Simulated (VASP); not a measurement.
# BN (P6_3/mmc) in VASP: phonons with PBE+D3(BJ)

Aim: the phonons of BN with PBE+D3(BJ).

Program: VASP 6.6.1. These are calculated values, not measurements. Logs are shortened: lines on timing, memory, paths and dates and some standing lists are left out, and cuts for length are marked.

## (1) The cell of the first run

It takes space group P6_3/mmc (No. 194, hexagonal). Conventional cell: a = 2.506 Å, b = 2.506 Å, c = 6.617 Å, α = 90.00°, β = 90.00°, γ = 120.00°. Within 1.9 Å of B (site symmetry -6m2) lie 3 N at 1.45 Å. Within 1.9 Å of N (site symmetry -6m2) lie 3 B at 1.45 Å.

## (2) Phonons, PBE+D3(BJ)

Input file INCAR:

```
SYSTEM = BN
PREC = Accurate
ENCUT = 520
EDIFF = 1E-8
ISMEAR = 0
SIGMA = 0.05
LREAL = .False.
LASPH = .True.
NELM = 60
ALGO = Normal
ISIF = 2
LWAVE = .False.
LCHARG = .False.
GGA = PE
IVDW = 12
IBRION = 6
NFREE = 2
POTIM = 0.015
NSW = 1
```

Input file KPOINTS:

```
regular mesh
0
Gamma
  12 12 4
  0 0 0
```

Input file POSCAR:

```
BN
1.0
    2.5064381127      0.0000000000      0.0000000000
   -1.2532190564      2.1706390786      0.0000000000
    0.0000000000      0.0000000000      6.6168474520
B N
2 2
Direct
    0.3333333333      0.6666666667      0.2500000000
    0.6666666667      0.3333333333      0.7500000000
    0.3333333333      0.6666666667      0.7500000000
    0.6666666667      0.3333333333      0.2500000000
```

Potentials or basis: VASP PAW PBE potentials, release 64 (B, N).

Started as:

```bash
$ cat potpaw_PBE.64/B/POTCAR potpaw_PBE.64/N/POTCAR > POTCAR
$ mpirun -np 1 vasp_std > vasp.out
```

OUTCAR:

```text
SYSTEM = BN
   PREC = Accurate
   ENCUT = 520
   EDIFF = 1E-8
   ISMEAR = 0
   LREAL = .False.
   LASPH = .True.
   NELM = 60
   ISIF = 2
   GGA = PE
   IVDW = 12
   IBRION = 6
   NFREE = 2
   POTIM = 0.015
   NSW = 1
 IVDW          = 12

 ion  position               nearest neighbor table
   1  0.333  0.667  0.250-   4 1.45   4 1.45   4 1.45
   2  0.667  0.333  0.750-   3 1.45   3 1.45   3 1.45
   3  0.333  0.667  0.750-   2 1.45   2 1.45   2 1.45
   4  0.667  0.333  0.250-   1 1.45   1 1.45   1 1.45

  LATTYP: Found a hexagonal cell.
 ALAT       =     2.5064381127
 C/A-ratio  =     2.6399404870

  Lattice vectors:

 A1 = (   2.5064381127,   0.0000000000,   0.0000000000)
 A2 = (  -1.2532190564,   2.1706390786,   0.0000000000)
 A3 = (   0.0000000000,   0.0000000000,   6.6168474520)

Analysis of symmetry for initial positions (statically):
=====================================================================
 Subroutine PRICEL returns:
 Original cell was already a primitive cell.

 Routine SETGRP: Setting up the symmetry group for a
 hexagonal supercell.

 Subroutine GETGRP returns: Found 24 space group operations
 (whereof 12 operations were pure point group operations)
 out of a pool of 24 trial point group operations.

The static configuration has the point symmetry D_3d.
 The point group associated with its full space group is D_6h.

Analysis of symmetry for dynamics (positions and initial velocities):
=====================================================================
 Subroutine PRICEL returns:
 Original cell was already a primitive cell.

 Routine SETGRP: Setting up the symmetry group for a
 hexagonal supercell.

 Subroutine GETGRP returns: Found 24 space group operations
 (whereof 12 operations were pure point group operations)
 out of a pool of 24 trial point group operations.

The dynamic configuration has the point symmetry D_3d.
 The point group associated with its full space group is D_6h.

 Subroutine INISYM returns: Found 24 space group operations
 (whereof 12 operations are pure point group operations),
 and found     1 'primitive' translations

----------------------------------------------------------------------------------------

                                     Primitive cell

  volume of cell :      35.9994

  direct lattice vectors                    reciprocal lattice vectors
     2.506438113  0.000000000  0.000000000     0.398972548  0.230346908  0.000000000
    -1.253219056  2.170639079  0.000000000     0.000000000  0.460693816  0.000000000
     0.000000000  0.000000000  6.616847452     0.000000000  0.000000000  0.151129372

  length of vectors
     2.506438113  2.506438113  6.616847452     0.460693816  0.460693816  0.151129372

  position of ions in fractional coordinates (direct lattice)
     0.333333333  0.666666667  0.250000000
     0.666666667  0.333333333  0.750000000
     0.333333333  0.666666667  0.750000000
     0.666666667  0.333333333  0.250000000

  ion indices of the primitive-cell ions
   primitive index   ion index
                 1           1
                 2           2
                 3           3
                 4           4

----------------------------------------------------------------------------------------

 KPOINTS: regular mesh

Automatic generation of k-mesh.
 Grid dimensions read from file:
 generate k-points for:   12   12    4

 Generating k-lattice:

  Cartesian coordinates                     Fractional coordinates (reciprocal lattice)
     0.033247712  0.019195576  0.000000000     0.083333333  0.000000000  0.000000000
     0.000000000  0.038391151  0.000000000     0.000000000  0.083333333  0.000000000
     0.000000000  0.000000000  0.037782343     0.000000000  0.000000000  0.250000000

  Length of vectors
     0.038391151  0.038391151  0.037782343

  Shift w.r.t. Gamma in fractional coordinates (k-lattice)
     0.000000000  0.000000000  0.000000000

 Subroutine IBZKPT returns following result:
 ===========================================

 Found     57 irreducible k-points:

 Following reciprocal coordinates:
            Coordinates               Weight
  0.000000  0.000000  0.000000      1.000000
  0.083333  0.000000  0.000000      6.000000
  0.166667  0.000000  0.000000      6.000000
  0.250000  0.000000  0.000000      6.000000
  0.333333  0.000000  0.000000      6.000000
  0.416667  0.000000  0.000000      6.000000
[... 16 lines left out ...]
  0.250000  0.000000  0.250000     12.000000
  0.333333  0.000000  0.250000     12.000000
 [... further k-points ...]
   k-points           NKPTS =     57   k-points in BZ     NKDIM =     57   number of bands    NBANDS=     12
   number of dos      NEDOS =    301   number of ions     NIONS =      4
   total plane-waves  NPLWV =  20000
   dimension x,y,z NGX =    20 NGY =   20 NGZ =   50
   dimension x,y,z NGXF=    40 NGYF=   40 NGZF=  100
   ions per type =               2   2
   NGX,Y,Z   is equivalent  to a cutoff of  13.27, 13.27, 12.56 a.u.
   NGXF,Y,Z  is equivalent  to a cutoff of  26.53, 26.53, 25.12 a.u.
 SYSTEM =  BN
   PREC   = accura    normal or accurate (medium, high low for compatibility)
   ISTART =      0    job   : 0-new  1-cont  2-samecut
   ICHARG =      2    charge: 1-file 2-atom 10-const
   ISPIN  =      1    spin polarized calculation?
   LNONCOLLINEAR =      F non collinear calculations
   LSORBIT =      F    spin-orbit coupling
   LASPH  =      T    aspherical Exc in radial PAW
   ENCUT  =  520.0 eV  38.22 Ry    6.18 a.u.   4.66  4.66 12.30*2*pi/ulx,y,z
   NELM   =     60;   NELMIN=  2; NELMDL= -5     # of ELM steps
   EDIFF  = 0.1E-07   stopping-criterion for ELM
   LREAL  =      F    real-space projection
   EDIFFG = 0.1E-06   stopping-criterion for IOM
   NSW    =     85    number of steps for IOM
   IBRION =      6    ionic relax: 0-MD 1-quasi-New 2-CG
   NFREE  =      2    steps in history (QN), initial steepest desc. (CG)
   ISIF   =      2    stress and relaxation
   ISYM   =      2    0-nonsym 1-usesym 2-fastsym
   POTIM  = 0.0150    time-step for ionic-motion
   TEBEG  =    0.0;   TEEND  =   0.0 temperature during run
   PSTRESS=    0.0 pullay stress
   NELECT =      16.0000    total number of electrons
   NUPDOWN=      -1.0000    fix difference up-down
   EMIN   =  10.00;   EMAX   =-10.00  energy-range for DOS
   EFERMI =   0.00;   METHOD = LEGACY
   ISMEAR =     0;   SIGMA  =   0.05  broadening in eV -4-tet -1-fermi 0-gaus
   EFERMI_NEDOS =   21; number of points for ismear=-14 and -15
   IALGO  =     38    algorithm
   IMIX   =      4    mixing-type and parameters
     AMIX     =   0.40;   BMIX     =  1.00
     AMIX_MAG =   1.60;   BMIX_MAG =  1.00
  volume/ion in A,a.u.               =       9.00        60.73
  Fermi-wavevector in a.u.,A,eV,Ry     =   1.249347  2.360923 21.236882  1.560867
  Thomas-Fermi vector in A             =   2.383391
   LORBIT       =      0    0 simple, 1 ext, 2 COOP (PROOUT), +10 PAW based schemes
   GGA     = PE    functional components
   LHFCALC =     F    Hartree Fock is set to
   AEXX    =    0.0000 exact exchange contribution
   IVDW    =    12    specifies the selected vdW correction
   LEPSILON=     F    determine dielectric tensor
   LRPA    =     F    only Hartree local field effects (RPA)
 finite differences with symmetry
 non-spin polarized calculation
 Gauss-broadening in eV      SIGMA  =   0.05
  energy-cutoff  :      520.00
  volume of cell :       36.00
 maximum number of plane-waves:       992
 NGX is ok and might be reduce to    20
   NGX =  9   NGY =  9   NGZ = 25

--------------------------------------- Ionic step        1  -------------------------------------------

 number of electron      15.9999997 magnetization

 Free energy of the ion-electron system (eV)
  ---------------------------------------------------
  ext. energy  EPLUGINS =         0.00000000
  ---------------------------------------------------
  free energy    TOTEN  =       -35.15177480 eV

  energy without entropy =      -35.15177480  energy(sigma->0) =      -35.15177480

------------------------ aborting loop because EDIFF is reached ----------------------------------------

 Edisp (eV)   -0.56592

 E8    (eV) :    -0.1658
[... 327 lines left out ...]
--------------------------------------- Ionic step        9  -------------------------------------------

 number of electron      15.9999998 magnetization

 Free energy of the ion-electron system (eV)
  ---------------------------------------------------
  ext. energy  EPLUGINS =         0.00000000
  ---------------------------------------------------
  free energy    TOTEN  =       -35.15024111 eV

  energy without entropy =      -35.15024111  energy(sigma->0) =      -35.15024111

 E-fermi :   2.5527     XC(G=0): -10.0875

 val. band max:        2.2889204900   @ k =   0.3333   0.3333   0.5000
 cond. band min:       6.5548663891   @ k =   0.5000   0.0000   0.0000
 fundamental gap:      4.2659458992
 Fermi energy:         2.5526665916

 k-point     1 :       0.0000    0.0000    0.0000
  band No.  band energies     occupation
      1     -15.4955      2.00000
      2     -15.1926      2.00000
      3      -3.9253      2.00000
      4      -1.7605      2.00000
      5       0.9561      2.00000
      6       0.9561      2.00000
      7       0.9949      2.00000
      8       0.9949      2.00000
      9       7.5697      0.00000
     10      12.6391      0.00000
     11      13.8119      0.00000
     12      13.8121      0.00000
[... 331 lines left out ...]
 k-point    24 :       0.3333    0.0000    0.2500
  band No.  band energies     occupation
      1     -13.4822      2.00000
      2     -13.3286      2.00000
      3      -4.5913      2.00000
      4      -4.5309      2.00000
      5      -1.2858      2.00000
      6      -1.2406      2.00000
      7      -0.8948      2.00000
      8       0.3407      2.00000
      9       9.1006      0.00000
     10       9.7493      0.00000
     11      11.2457      0.00000
     12      12.4857      0.00000

 [... further k-points ...]

------------------------ aborting loop because EDIFF is reached ----------------------------------------

 Edisp (eV)   -0.56593

 E8    (eV) :    -0.1658
[... 27 lines left out ...]
  FREE ENERGIE OF THE ION-ELECTRON SYSTEM (eV)
  ---------------------------------------------------
  free  energy   TOTEN  =       -35.7161666786 eV

  energy  without entropy=      -35.7161666786  energy(sigma->0) =      -35.71616668

 INTERNAL STRAIN TENSORS FROM DISPLACED ATOMS
 ============================================

 INTERNAL STRAIN TENSOR FOR ION    1 for displacements in x,y,z  (eV/Angst):
          X           Y           Z          XY          YZ          ZX
  --------------------------------------------------------------------------------
  x     0.00000    -0.00000     0.00000   -12.34018     0.00000     0.00000
  y   -12.34018    12.34018     0.00000    -0.00000     0.00000     0.00000
  z    -0.00000    -0.00000    -0.00000    -0.00000     0.00000     0.00000

 INTERNAL STRAIN TENSOR FOR ION    4 for displacements in x,y,z  (eV/Angst):
          X           Y           Z          XY          YZ          ZX
  --------------------------------------------------------------------------------
  x    -0.00000     0.00000    -0.00000    12.51297     0.00000     0.00000
  y    12.51297   -12.51297     0.00000     0.00000     0.00000     0.00000
  z     0.00000     0.00000    -0.00000     0.00000     0.00000     0.00000

 Eigenvectors and eigenvalues of the dynamical matrix
 ----------------------------------------------------

   1 f  =   40.535305 THz   254.690834 2PiTHz 1352.112240 cm-1   167.640477 meV
             X         Y         Z           dx          dy          dz
     -0.000000  1.447093  1.654212     0.416269   -0.329955    0.000000
      1.253219  0.723546  4.962636     0.416269   -0.329955    0.000000
     -0.000000  1.447093  4.962636    -0.365774    0.289930   -0.000000
      1.253219  0.723546  1.654212    -0.365774    0.289930   -0.000000
[... 50 lines left out ...]
   9 f  =    1.376810 THz     8.650755 2PiTHz   45.925454 cm-1     5.694028 meV
             X         Y         Z           dx          dy          dz
     -0.000000  1.447093  1.654212    -0.291142   -0.365225   -0.000000
      1.253219  0.723546  4.962636     0.291142    0.365225   -0.000000
     -0.000000  1.447093  4.962636     0.330927    0.415132   -0.000000
      1.253219  0.723546  1.654212    -0.330927   -0.415132   -0.000000

  10 f/i=    0.000686 THz     0.004313 2PiTHz    0.022896 cm-1     0.002839 meV
             X         Y         Z           dx          dy          dz
     -0.000000  1.447093  1.654212    -0.386543   -0.261600   -0.000000
      1.253219  0.723546  4.962636    -0.386543   -0.261600   -0.000000
     -0.000000  1.447093  4.962636    -0.439905   -0.297713   -0.000000
      1.253219  0.723546  1.654212    -0.439905   -0.297713   -0.000000

  11 f/i=    0.000686 THz     0.004313 2PiTHz    0.022896 cm-1     0.002839 meV
             X         Y         Z           dx          dy          dz
     -0.000000  1.447093  1.654212    -0.261600    0.386543    0.000000
      1.253219  0.723546  4.962636    -0.261600    0.386543    0.000000
     -0.000000  1.447093  4.962636    -0.297713    0.439905    0.000000
      1.253219  0.723546  1.654212    -0.297713    0.439905    0.000000

  12 f/i=    0.002056 THz     0.012917 2PiTHz    0.068573 cm-1     0.008502 meV
             X         Y         Z           dx          dy          dz
     -0.000000  1.447093  1.654212     0.000000    0.000000   -0.466704
      1.253219  0.723546  4.962636     0.000000    0.000000   -0.466704
     -0.000000  1.447093  4.962636     0.000000    0.000000   -0.531213
      1.253219  0.723546  1.654212     0.000000    0.000000   -0.531213

 ELASTIC MODULI CONTR FROM IONIC RELAXATION (kBar)
 Direction    XX          YY          ZZ          XY          YZ          ZX
 --------------------------------------------------------------------------------
 XX        -346.0825    346.0825     -0.0000      0.0000      0.0000      0.0000
 YY         346.0825   -346.0825      0.0000      0.0000     -0.0000      0.0000
 ZZ          -0.0000      0.0000     -0.0000      0.0000      0.0000      0.0000
 XY           0.0000      0.0000      0.0000   -346.0825     -0.0000      0.0000
 YZ           0.0000     -0.0000      0.0000     -0.0000     -0.0000      0.0000
 ZX           0.0000      0.0000      0.0000      0.0000      0.0000      0.0000
 --------------------------------------------------------------------------------
```

It took 4.2 min on 1 thread of Intel Xeon Platinum 8488C (Sapphire Rapids), shared host; peak memory 0.29 GiB.

What came out:

```yaml
Highest_phonon_frequency_at_Γ_LO-TO_splitting_left_out: 1352 cm⁻¹
Dispersion_energy_per_atom: -0.141 eV
```

Phonon frequencies in cm⁻¹ (negative: imaginary):
```csv
q point,frequencies
"(0.000, 0.000, 0.000)",0 0 0 46 46 118 744 796 1352 1352 1352 1352
```
